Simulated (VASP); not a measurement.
Input of a VASP 6.6.1 run:

The input INCAR:

```
  PREC = Accurate
  ENCUT = 500
  EDIFF = 1E-6
  ISMEAR = 0
  SIGMA = 0.1
  LREAL = False
  LASPH = True
  NELM = 120
  ALGO = Normal
  ISIF = 2
  LWAVE = False
  LCHARG = False
  GGA = PS
  NBANDS = 13
  GGA_COMPAT = False
```

KPOINTS

```
regular mesh
0
Gamma
  20 20 20
```

Contents of POSCAR:

```
Mo
1.0
   -1.5011227007      1.5011227007      1.5011227007
    1.5011227007     -1.5011227007      1.5011227007
    1.5011227007      1.5011227007     -1.5011227007
Mo
1
Direct
    0.0000000000      0.0000000000      0.0000000000
```

Potentials or basis: VASP PAW PBE potentials, release 64 (Mo_sv).

Command:

```sh
$ cat potpaw_PBE.64/Mo_sv/POTCAR > POTCAR
$ mpirun -np 1 vasp_std > vasp.out
```

Q: Predict the pressure.

A: 46.0 GPa.

Q: What does it give for the band gap on the k mesh?

A: Zero (band 7 reaches 19.84 eV, above the bottom of band 8 at 13.25 eV).

Caveat: the PAW data sets were made with another functional, which shifts forces and pressure a little.
